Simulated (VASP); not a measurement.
A run of VASP 6.6.1 is set up as follows.

POSCAR

```
KTaO3
1.0
    3.9883000000      0.0000000000      0.0000000000
    0.0000000000      3.9883000000      0.0000000000
    0.0000000000      0.0000000000      3.9883000000
K Ta O
1 1 3
Direct
    0.5000000000      0.5000000000      0.5000000000
    0.0000000000      0.0000000000      0.0000000000
    0.5000000000      0.0000000000      0.0000000000
    0.0000000000      0.5000000000      0.0000000000
    0.0000000000      0.0000000000      0.5000000000
```

INCAR.step1

```
SYSTEM = KTaO3
  ALGO = Normal
  EDIFF = 1E-4
  ENCUT = 520
  GGA = PE
  ISMEAR = 0
  LASPH = .TRUE.
  LCHARG = .FALSE.
  LREAL = .FALSE.
  LWAVE = .TRUE.
  NBANDS = 27
  NELM = 80
  PREC = Accurate
  SIGMA = 0.05
```

File INCAR.step2:

```
SYSTEM = KTaO3
  ALGO = Normal
  EDIFF = 1E-7
  ENCUT = 520
  ISIF = 2
  ISMEAR = 0
  ISTART = 1
  LASPH = .TRUE.
  LCHARG = .FALSE.
  LMIXTAU = .TRUE.
  LREAL = .FALSE.
  LWAVE = .FALSE.
  METAGGA = R2SCAN
  NBANDS = 27
  NELM = 80
  PREC = Accurate
  SIGMA = 0.05
```

The input KPOINTS:

```
k-points
0
G
  6 6 6
  0 0 0
```

Potentials or basis: VASP PAW PBE potentials, release 64 (K_sv, Ta_pv, O).

The run is started by

```bash
$ cat potpaw_PBE.64/K_sv/POTCAR potpaw_PBE.64/Ta_pv/POTCAR potpaw_PBE.64/O/POTCAR > POTCAR
$ cp INCAR.step1 INCAR
$ mpirun -np 1 vasp_std > vasp.out
$ cp INCAR.step2 INCAR
$ mpirun -np 1 vasp_std > vasp.out
```

Problem. Estimate the band gap on the k mesh.

Solution. 2.60 eV, indirect (least direct gap 3.25 eV).

Problem. Estimate the pressure.

Solution. 1.2 GPa.

Caveat: the PAW data sets were made with another functional, which shifts forces and pressure a little; spin-orbit coupling is left out, which moves the levels of the heavy elements. A k mesh can miss the band edges.
